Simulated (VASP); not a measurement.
A run of VASP 6.6.1 is set up as follows.

File INCAR:

```
  ALGO = Normal
  EDIFF = 1E-6
  ENCUT = 520
  GGA = PS
  ISIF = 2
  ISMEAR = 0
  LASPH = True
  LCHARG = False
  LREAL = False
  LWAVE = False
  NBANDS = 16
  NELM = 80
  PREC = Accurate
  SIGMA = 0.05
```

Contents of KPOINTS:

```
k-points
0
Gamma
  10 10 10
```

POSCAR

```
AgCl
1.0
    3.4339730000      0.0000000000      0.0000000000
    0.0000000000      3.4339730000      0.0000000000
    0.0000000000      0.0000000000      3.8845102576
Ag Cl
1 1
Direct
    0.0000000000      0.0000000000      0.0000000000
    0.5000000000      0.5000000000      0.5000000000
```

Potentials or basis: VASP PAW PBE potentials, release 64 (Ag, Cl).

Command:

```console
$ cat potpaw_PBE.64/Ag/POTCAR potpaw_PBE.64/Cl/POTCAR > POTCAR
$ mpirun -np 1 vasp_std > vasp.out
```

Task: Predict the pressure.

Result: -7.8 GPa.

Task: Estimate the band gap on the k mesh.

Result: 0.23 eV (least direct gap 1.11 eV).

Stress tensor (GPa, compression positive):
```
 -6.20   0.00   0.00
  0.00  -6.20   0.00
  0.00   0.00 -10.95
```

Caveat: the cell differs from its parent crystal (strain +0.1312 x Voigt [0, 0, 1, 0, 0, 0]); the cell stands under tension; semilocal functionals underestimate gaps, and a narrow one can read as zero; the PAW data sets were made with another functional, which shifts forces and pressure a little. A k mesh can miss the band edges.
